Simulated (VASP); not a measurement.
**TaN: single point with PBEsol**

Crystal: TaN.

```
Ta N
1.0
     5.20509    0.00000    0.00000
    -2.60254    4.50774    0.00000
     0.23229    0.00000    2.90359
Ta N
3 3
Cartesian
  0.0000 0.0000 0.0000
  0.1161 3.0141 1.4518
  2.7187 1.4936 1.4518
  2.6025 0.0000 0.0000
  1.3013 2.2539 0.0000
  -1.3013 2.2539 0.0000
```

This cell differs from its parent crystal: shear of c along a, cell held: +8.0 %, then relaxed in part.

* Program: VASP 6.6.1
* Task: single point
* Functional: PBEsol
* Potentials or basis: VASP PAW PBE potentials, release 64 (Ta_pv, N)
* Cutoff: 520 eV
* k mesh: 12 × 12 × 12
* Occupations: gaussian, width 0.1 eV
* Spin: no spin polarisation
* Dipole correction: no
* Further INCAR settings: ALGO = Normal; EDIFF = 1e-06; NBANDS = 33

The pressure is 2.8 GPa and the largest force is 0.005 eV/Å. The band gap on the k mesh is zero (bands 24 and 25 overlap by 2.13 eV).

Forces on the atoms (eV/Å):
```
Ta   0.000  0.000  0.000
Ta   0.000  0.005  0.000
Ta   0.000 -0.005  0.000
N    0.000  0.000  0.000
N    0.000  0.000  0.000
N    0.000  0.000  0.000
```

Stress tensor (GPa, compression positive):
```
  1.39   0.00 -16.17
  0.00   2.19   0.00
-16.17   0.00   4.76
```

Levels at points of the mesh, in eV from the Fermi level:
```
           k point  band 20  band 21  band 22  band 23  band 24  band 25  band 26  band 27  band 28  band 29
(0.00, 0.00, 0.00)    -3.01    -2.98    -2.52    -2.16    -1.32    -1.27     0.71     0.71     1.16     2.16
(0.50, 0.00, 0.00)    -4.65    -3.36    -2.92    -1.72    -0.73     1.30     1.39     1.67     2.26     2.56
(0.00, 0.50, 0.00)    -4.58    -3.43    -2.89    -1.70    -0.77     1.32     1.72     1.77     2.26     2.45
(0.00, 0.00, 0.50)    -3.73    -3.16    -3.13    -2.00     0.78     0.78     1.37     1.55     2.50     2.83
(0.50, 0.00, 0.50)    -4.52    -3.53    -3.01    -2.11    -1.23     1.01     1.22     3.10     3.28     3.53
(0.00, 0.50, 0.50)    -4.57    -3.45    -3.12    -2.13    -1.13     1.06     1.20     3.06     3.33     3.41
```

Run time: 12 min on 1 thread of AMD EPYC 9R14 (Zen 4), on a shared host, peak memory 0.8 GiB.

Caveat: the cell differs from its parent crystal (shear of c along a, cell held: +8.0 %, then relaxed in part); the PAW data sets were made with another functional, which shifts forces and pressure a little; spin-orbit coupling is left out, which moves the levels of the heavy elements.
